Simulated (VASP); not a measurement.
Li2B:

```
Li B
1.0
     2.47886    0.00000    0.00000
    -1.23943    2.14676    0.00000
     0.00000    0.00000    6.30225
Li B
2 1
Direct
  0.66667 0.33333 0.71261
  0.66667 0.33333 0.28739
  0.33333 0.66667 0.00000
```

```yaml
Program: VASP 6.6.1
Task: relaxation of cell and atoms
Functional: PBE
Potentials_or_basis: VASP PAW PBE potentials, release 64 (Li_sv, B)
Cutoff: 600 eV
k_mesh: 6 × 6 × 4
Occupations: gaussian, width 0.1 eV
Spin: no spin polarisation
```

At the start: pressure 0.8 GPa; volume 11.18 Å³/atom.

Question: How do energy, volume and symmetry change on relaxing?

Answer: Over 8 steps the energy falls by 15.0 meV/atom and the volume is 11.78 Å³/atom (+5.4 %); space group P-6m2 (No. 187, to 0.05 Å).

Step by step:
```csv
step,energy change (eV),largest force (eV/Å),pressure (GPa),volume (Å³)
1,0.0000,0.1960,0.76,33.54
2,-0.0299,0.1127,0.92,33.79
3,-0.0394,0.0329,1.14,33.98
4,-0.0396,0.0182,1.19,34.01
5,-0.0425,0.0461,0.56,34.54
6,-0.0436,0.0743,-0.07,35.09
7,-0.0443,0.0538,-0.04,35.17
8,-0.0451,0.0078,0.03,35.34
```

Final structure:
```yaml
crystal:
  lattice:
    - [2.56940, 0.00000, 0.00000]
    - [-1.28470, 2.22517, 0.00000]
    - [0.00000, 0.00000, 6.18149]
  atoms:
    - { symbol: Li, position: [0.66667, 0.33333, 0.71931] }
    - { symbol: Li, position: [0.66667, 0.33333, 0.28069] }
    - { symbol: B, position: [0.33333, 0.66667, 0.00000] }
```

Caveat: the k points lie up to 0.47 Å⁻¹ apart in the final cell; the cutoff is under 1.25 times the usual one of these potentials, so pressure, stress and relaxed cells hold a basis-set (Pulay) error.
